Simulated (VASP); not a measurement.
Here is a VASP 6.6.1 calculation.

File POSCAR:

```
P
1.0
   -1.5400000000      1.5400000000      1.5400000000
    1.5400000000     -1.5400000000      1.5400000000
    1.5400000000      1.5400000000     -1.5400000000
P
1
Direct
    0.0000000000      0.0000000000      0.0000000000
```

File INCAR.step1:

```
PREC = Accurate ; ENCUT = 550
ISMEAR = 0 ; SIGMA = 0.02
LREAL = F ; LASPH = T
NELM = 120 ; GGA = PE
ALGO = Normal ; EDIFF = 1E-5
LWAVE = T ; LCHARG = F
GGA_COMPAT = F ; IBRION = 2
ISIF = 3 ; EDIFFG = -0.005
NELMIN = 4 ; NSW = 100
```

File INCAR.step2:

```
PREC = Accurate ; ENCUT = 550
EDIFF = 1E-7 ; ISMEAR = 0
SIGMA = 0.02 ; LREAL = F
LASPH = T ; NELM = 120
ALGO = Normal ; ISIF = 3
LWAVE = F ; LCHARG = F
METAGGA = R2SCAN ; LMIXTAU = T
IBRION = 2 ; NSW = 50
EDIFFG = -0.02 ; ISTART = 1
GGA_COMPAT = F ; NELMIN = 4
```

KPOINTS

```
regular mesh
0
Gamma
  9 9 9
```

Potentials or basis: VASP PAW PBE potentials, release 64 (P).

Run with:

```sh
$ cat potpaw_PBE.64/P/POTCAR > POTCAR
$ cp INCAR.step1 INCAR
$ mpirun -np 1 vasp_std > vasp.out
$ cp INCAR.step2 INCAR
$ mpirun -np 1 vasp_std > vasp.out
```

What does it give for the relaxed cell?

a = 2.659 Å, b = 2.659 Å, c = 2.659 Å, α = 109.47°, β = 109.47°, γ = 109.47°.

Estimate the band gap on the k mesh.

zero (an odd number of electrons rules out a gap without spin polarisation).

Estimate the relaxed volume.

14.47 Å³/atom.

What does it give for the space group after relaxing (to 0.1 Å)?

Im-3m (No. 229).

Final structure:
```
P
1.0
    -1.53525    1.53525    1.53525
     1.53525   -1.53525    1.53525
     1.53525    1.53525   -1.53525
P
1
Direct
  0.00000 0.00000 0.00000
```

Caveat: the PAW data sets were made with another functional, which shifts forces and pressure a little.
